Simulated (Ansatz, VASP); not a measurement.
AlSn in VASP and in Ansatz

```xyz
2
Lattice="4.1981 0.0000 0.0000 -2.0991 3.6357 0.0000 0.0000 0.0000 3.3068" Properties=species:S:1:pos:R:3 pbc="T T T"
Al    0.0000    0.0000    0.0000
Sn    0.0000    2.4238    1.6534
```

Alike in both runs: task single point; functional PBE; k mesh 8 × 8 × 9; no spin polarisation.

|  | VASP | Ansatz |
| --- | --- | --- |
| version | VASP 6.6.1 | Ansatz 0.2.0 |
| potentials or method | VASP PAW PBE potentials, release 64 (Al, Sn_d), cutoff 520 eV | plane waves, PAW |
| occupations | methfessel-paxton of order 1, width 0.1 eV | cold, width 0.1 eV |
| valence electrons in the cell | 17 | 17 |

VASP gave:

| Quantity | Value |
| --- | --- |
| pressure (GPa) | -0.2 |
| traceless stress, the component that is largest in VASP (GPa) | -1.88 |

What did Ansatz give for the same quantities?

Pressure (GPa): -0.1; traceless stress, the component that is largest in VASP (GPa): -1.83.

Ansatz's warnings: stress scf threshold loose.
